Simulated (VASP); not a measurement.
Here is a VASP 6.6.1 calculation.

INCAR

```
SYSTEM = SnO2
PREC = Accurate ; ENCUT = 520
EDIFF = 1E-6 ; ISMEAR = 0
SIGMA = 0.05 ; LREAL = .False.
LASPH = .True. ; NELM = 80
ALGO = Normal ; ISIF = 2
LWAVE = .False. ; LCHARG = .True.
GGA = CA ; LELF = .True.
LVHAR = .True. ; NBANDS = 35
```

File KPOINTS:

```
regular mesh
0
Gamma
  6 6 8
  0 0 0
```

File POSCAR:

```
SnO2
1.0
    4.7201335122      0.0000000000      0.0000000000
    0.0000000000      4.7206343096      0.0000000000
    0.0000000000      0.0000000000      3.1888226875
Sn O
2 4
Direct
    0.4978314689      0.4974954351      0.5000000000
    0.0021729791     -0.0025084053      0.0000000000
    0.2845310885      0.3289095025      0.0000000000
    0.8005608284      0.1896882127      0.5000000000
    0.2154524094      0.8288952982      0.5000000000
    0.6994226696      0.6897024171      0.0000000000
```

Potentials or basis: VASP PAW LDA potentials, release 64 (Sn_d, O).

Launch:

```bash
$ cat potpaw_LDA.64/Sn_d/POTCAR potpaw_LDA.64/O/POTCAR > POTCAR
$ mpirun -np 1 vasp_std > vasp.out
```

(1) What does it give for the largest force?

(2) Estimate the pressure.

(3) Predict the band gap on the k mesh.

Results:

(1) 0.306 eV/Å.

(2) 0.8 GPa.

(3) 1.26 eV.

Caveat: the cell differs from its parent crystal (atoms displaced along a vibrational mode); spin-orbit coupling is left out, which moves the levels of the heavy elements.
